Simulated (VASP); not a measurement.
# NaH (Fm-3m) in VASP: a series of runs

NaH is run at these levels: PBEsol; tasks: single point.

Everything below comes from runs of VASP 6.6.1. Logs are shortened: lines on timing, memory, paths and dates and some standing lists are left out, and cuts for length are marked.

### Step 1. The cell of the first run

The structure is cubic, space group Fm-3m (No. 225). Conventional cell: a = 4.880 Å, b = 4.880 Å, c = 4.880 Å, α = 90.00°, β = 90.00°, γ = 90.00°. Na (site symmetry m-3m) has 6 H at 2.44 Å within 3.2 Å. H (site symmetry m-3m) has 6 Na at 2.44 Å within 3.2 Å.

### Step 2. Single point, PBEsol

INCAR

```
  ALGO = Normal
  EDIFF = 1E-7
  ENCUT = 520
  GGA = PS
  ISIF = 2
  ISMEAR = -1
  LASPH = T
  LCHARG = T
  LELF = T
  LREAL = F
  LVHAR = T
  LWAVE = F
  NBANDS = 11
  NELM = 100
  PREC = Accurate
  SIGMA = 0.03
```

KPOINTS

```
k-points
0
Gamma
  9 9 9
```

POSCAR

```
NaH
1.0
    0.0000000000      2.4400000000      2.4400000000
    2.4400000000      0.0000000000      2.4400000000
    2.4400000000      2.4400000000      0.0000000000
Na H
1 1
Direct
    0.0000000000      0.0000000000      0.0000000000
    0.5000000000      0.5000000000      0.5000000000
```

Potentials or basis: VASP PAW PBE potentials, release 64 (Na_pv, H).

Command:

```
cat potpaw_PBE.64/Na_pv/POTCAR potpaw_PBE.64/H/POTCAR > POTCAR
mpirun -np 1 vasp_std > vasp.out
```

OUTCAR:

```text
EDIFF = 1E-7
   ENCUT = 520
   GGA = PS
   ISIF = 2
   ISMEAR = -1
   LASPH = T
   LREAL = F
   NELM = 100
   PREC = Accurate

 ion  position               nearest neighbor table
   1  0.000  0.000  0.000-
   2  0.500  0.500  0.500-

  LATTYP: Found a face centered cubic cell.
 ALAT       =     4.8800000000

  Lattice vectors:

 A1 = (   0.0000000000,   2.4400000000,   2.4400000000)
 A2 = (   2.4400000000,   0.0000000000,   2.4400000000)
 A3 = (   2.4400000000,   2.4400000000,   0.0000000000)

Analysis of symmetry for initial positions (statically):
=====================================================================
 Subroutine PRICEL returns:
 Original cell was already a primitive cell.

 Routine SETGRP: Setting up the symmetry group for a
 face centered cubic supercell.

 Subroutine GETGRP returns: Found 48 space group operations
 (whereof 48 operations were pure point group operations)
 out of a pool of 48 trial point group operations.

The static configuration has the point symmetry O_h .

Analysis of symmetry for dynamics (positions and initial velocities):
=====================================================================
 Subroutine PRICEL returns:
 Original cell was already a primitive cell.

 Routine SETGRP: Setting up the symmetry group for a
 face centered cubic supercell.

 Subroutine GETGRP returns: Found 48 space group operations
 (whereof 48 operations were pure point group operations)
 out of a pool of 48 trial point group operations.

The dynamic configuration has the point symmetry O_h .

 Subroutine INISYM returns: Found 48 space group operations
 (whereof 48 operations are pure point group operations),
 and found     1 'primitive' translations

----------------------------------------------------------------------------------------

                                     Primitive cell

  volume of cell :      29.0536

  direct lattice vectors                    reciprocal lattice vectors
     0.000000000  2.440000000  2.440000000    -0.204918033  0.204918033  0.204918033
     2.440000000  0.000000000  2.440000000     0.204918033 -0.204918033  0.204918033
     2.440000000  2.440000000  0.000000000     0.204918033  0.204918033 -0.204918033

  length of vectors
     3.450681092  3.450681092  3.450681092     0.354928444  0.354928444  0.354928444

  position of ions in fractional coordinates (direct lattice)
[... 79 lines left out ...]
   EDIFF  = 0.1E-06   stopping-criterion for ELM
   LREAL  =      F    real-space projection
   EDIFFG = 0.1E-05   stopping-criterion for IOM
   NSW    =      0    number of steps for IOM
   IBRION =     -1    ionic relax: 0-MD 1-quasi-New 2-CG
   NFREE  =      0    steps in history (QN), initial steepest desc. (CG)
   ISIF   =      2    stress and relaxation
   ISYM   =      2    0-nonsym 1-usesym 2-fastsym
   POTIM  = 0.5000    time-step for ionic-motion
   TEBEG  =    0.0;   TEEND  =   0.0 temperature during run
   PSTRESS=    0.0 pullay stress
   NELECT =       8.0000    total number of electrons
   NUPDOWN=      -1.0000    fix difference up-down
   EMIN   =  10.00;   EMAX   =-10.00  energy-range for DOS
   EFERMI =   0.00;   METHOD = LEGACY
   ISMEAR =    -1;   SIGMA  =   0.03  broadening in eV -4-tet -1-fermi 0-gaus
   EFERMI_NEDOS =   21; number of points for ismear=-14 and -15
   IALGO  =     38    algorithm
   IMIX   =      4    mixing-type and parameters
     AMIX     =   0.40;   BMIX     =  1.00
     AMIX_MAG =   1.60;   BMIX_MAG =  1.00
  volume/ion in A,a.u.               =      14.53        98.03
  Fermi-wavevector in a.u.,A,eV,Ry     =   1.065054  2.012660 15.433636  1.134340
  Thomas-Fermi vector in A             =   2.200593
   LORBIT       =      0    0 simple, 1 ext, 2 COOP (PROOUT), +10 PAW based schemes
   GGA     = PS    functional components
   LHFCALC =     F    Hartree Fock is set to
   AEXX    =    0.0000 exact exchange contribution
   IVDW    =     0    specifies the selected vdW correction
   LEPSILON=     F    determine dielectric tensor
   LRPA    =     F    only Hartree local field effects (RPA)
 non-spin polarized calculation
  energy-cutoff  :      520.00
  volume of cell :       29.05
 maximum number of plane-waves:       797
 NGX is ok and might be reduce to    28
   NGX = 13   NGY = 13   NGZ = 13

 number of electron       8.0000008 magnetization

 Free energy of the ion-electron system (eV)
  ---------------------------------------------------
  ext. energy  EPLUGINS =         0.00000000
  ---------------------------------------------------
  free energy    TOTEN  =        -5.08047108 eV

  energy without entropy =       -5.08047108  energy(sigma->0) =       -5.08047108

 E-fermi :  -0.6087     XC(G=0):  -7.7899

 val. band max:       -1.2501764436   @ k =  -0.3333   0.4444   0.1111
 cond. band min:       2.5703589939   @ k =  -0.4444   0.1111   0.0000
 fundamental gap:      3.8205354375
 Fermi energy:        -0.6087351605

 k-point     1 :       0.0000    0.0000    0.0000
  band No.  band energies     occupation
      1     -23.2342      2.00000
      2     -23.2342      2.00000
      3     -23.2342      2.00000
      4      -4.8244      2.00000
      5       8.9750      0.00000
      6      13.9978      0.00000
      7      13.9978      0.00000
      8      13.9978      0.00000
      9      14.8759      0.00000
     10      14.8759      0.00000
     11      14.8759      0.00000
[... 309 lines left out ...]
 k-point    24 :       0.4444    0.4444    0.0000
  band No.  band energies     occupation
      1     -23.3101      2.00000
      2     -23.2630      2.00000
      3     -23.2630      2.00000
      4      -1.5499      2.00000
      5       3.3962      0.00000
      6       8.5599      0.00000
      7       9.1987      0.00000
      8       9.1987      0.00000
      9      10.3780      0.00000
     10      21.6453      0.00000
     11      23.4628      0.00000

 [... further k-points ...]
[... 5 lines left out ...]
  --------------------------------------------------------------------------------------
  -------------------------------------------------------------------------------------
  Total       -0.2175046     -0.2175046     -0.2175046      0.0000000      0.0000000     -0.0000000
  in kB      -11.9944259    -11.9944259    -11.9944259      0.0000000      0.0000000     -0.0000000
  external PRESSURE =     -11.9944259 kB  Pullay stress =       0.0000000 kB

 VOLUME and BASIS-vectors are now :
 -----------------------------------------------------------------------------
  energy-cutoff  :      520.00
  volume of cell :       29.05
      direct lattice vectors                 reciprocal lattice vectors
     0.000000000  2.440000000  2.440000000    -0.204918033  0.204918033  0.204918033
     2.440000000  0.000000000  2.440000000     0.204918033 -0.204918033  0.204918033
     2.440000000  2.440000000  0.000000000     0.204918033  0.204918033 -0.204918033

 POSITION                                       TOTAL-FORCE (eV/Angst)
 -----------------------------------------------------------------------------------
      0.00000      0.00000      0.00000        -0.000000      0.000000     -0.000000
      2.44000      2.44000      2.44000         0.000000     -0.000000      0.000000
 -----------------------------------------------------------------------------------
    total drift:                               -0.000000     -0.000000     -0.000000

  FREE ENERGIE OF THE ION-ELECTRON SYSTEM (eV)
  ---------------------------------------------------
  free  energy   TOTEN  =        -5.0804710781 eV

  energy  without entropy=       -5.0804710780  energy(sigma->0) =       -5.08047108
```

OSZICAR:

```text
N       E                     dE             d eps       ncg     rms          rms(c)
DAV:   1     0.391092431072E+02    0.39109E+02   -0.45438E+03   782   0.732E+02
DAV:   2    -0.409610132371E+01   -0.43205E+02   -0.42639E+02   788   0.195E+02
DAV:   3    -0.544403623355E+01   -0.13479E+01   -0.13462E+01   926   0.333E+01
DAV:   4    -0.545313497291E+01   -0.90987E-02   -0.90979E-02   891   0.279E+00
DAV:   5    -0.545321683968E+01   -0.81867E-04   -0.81865E-04   898   0.270E-01    0.288E+00
DAV:   6    -0.515713531925E+01    0.29608E+00   -0.30218E-01   929   0.316E+00    0.132E+00
DAV:   7    -0.507787494414E+01    0.79260E-01   -0.27298E-01   881   0.221E+00    0.331E-01
DAV:   8    -0.508052391272E+01   -0.26490E-02   -0.67437E-03   854   0.950E-01    0.596E-02
DAV:   9    -0.508048095907E+01    0.42954E-04   -0.74823E-04   962   0.324E-01    0.191E-02
DAV:  10    -0.508047059860E+01    0.10360E-04   -0.42694E-05   858   0.419E-02    0.294E-03
DAV:  11    -0.508047128945E+01   -0.69085E-06   -0.11973E-06   901   0.639E-03    0.219E-03
DAV:  12    -0.508047107090E+01    0.21854E-06   -0.10252E-07   666   0.213E-03    0.205E-04
DAV:  13    -0.508047107807E+01   -0.71705E-08   -0.82086E-09   442   0.684E-04
   1 F= -.50804711E+01 E0= -.50804711E+01  d E =-.322798E-10
```

stdout:

```text
POSCAR found type information on POSCAR NaH
 POSCAR found :  2 types and       2 ions
 scaLAPACK will be used
 -----------------------------------------------------------------------------
|                                                                             |
|                                                                             |
|     You enforced a specific xc type in the INCAR file but a different       |
|     I HOPE YOU KNOW WHAT YOU ARE DOING!                                     |
|                                                                             |
 -----------------------------------------------------------------------------

 LDA part: xc-table for (Slater+PW92), standard interpolation
 POSCAR, INCAR and KPOINTS ok, starting setup
 FFT: planning ... GRIDC
 FFT: planning ... GRID_SOFT
 FFT: planning ... GRID
 WAVECAR not read
 entering main loop
```

Run time: 21 s. Hardware: 1 thread of Intel Xeon 8259CL, shared host; peak memory 0.15 GiB.

Results:

- Free energy: -5.0805 eV
- Pressure: -1.2 GPa
- Band gap on the k mesh: 3.82 eV (least direct gap 4.55 eV)

Caveat: the PAW data sets were made with another functional, which shifts forces and pressure a little; an odd mesh through Γ misses points on the zone boundary, where band edges can lie.

### Step 3. Single point, PBEsol (14.38 Å³/atom)

This run uses another cell than the first one, of 14.38 Å³/atom.

INCAR

```
ALGO     = Normal         # electronic algorithm
EDIFF    = 1E-6           # SCF threshold, eV
ENCUT    = 520            # plane-wave cutoff, eV
GGA      = PS             # functional
ISIF     = 2              # what is computed and relaxed
ISMEAR   = -1             # smearing method
LASPH    = T              # aspherical terms in the spheres
LCHARG   = F              # write CHGCAR
LREAL    = F              # projectors in reciprocal space
LWAVE    = F              # write WAVECAR
NBANDS   = 11             # bands
NELM     = 60             # most SCF steps
PREC     = Accurate       # precision mode
SIGMA    = 0.03           # smearing width, eV
```

KPOINTS is that of step 2.

POSCAR

```
NaH
1.0
    0.0000000000      2.4318394039      2.4318394039
    2.4318394039      0.0000000000      2.4318394039
    2.4318394039      2.4318394039      0.0000000000
Na H
1 1
Direct
    0.0000000000      0.0000000000      0.0000000000
    0.5000000000      0.5000000000      0.5000000000
```

Potentials or basis: VASP PAW PBE potentials, release 64 (Na_pv, H).

Command:

```
cat potpaw_PBE.64/Na_pv/POTCAR potpaw_PBE.64/H/POTCAR > POTCAR
mpirun -np 1 vasp_std > vasp.out
```

Wall time 20 s (1 thread of Intel Xeon 8259CL, shared host); peak memory 0.15 GiB.

Results (log left out):

```yaml
Free_energy: -5.0824 eV
Pressure: -1.0 GPa
Band_gap_on_the_k_mesh: 3.84 eV (least direct gap 4.57 eV)
```

Levels at points of the mesh, in eV from the valence-band top:
```csv
k point,band 2,band 3,band 4,band 5,band 6,band 7
"(0.00, 0.00, 0.00)",-21.97,-21.97,-3.60,10.31,15.32,15.32
```

Caveat: the PAW data sets were made with another functional, which shifts forces and pressure a little; an odd mesh through Γ misses points on the zone boundary, where band edges can lie.
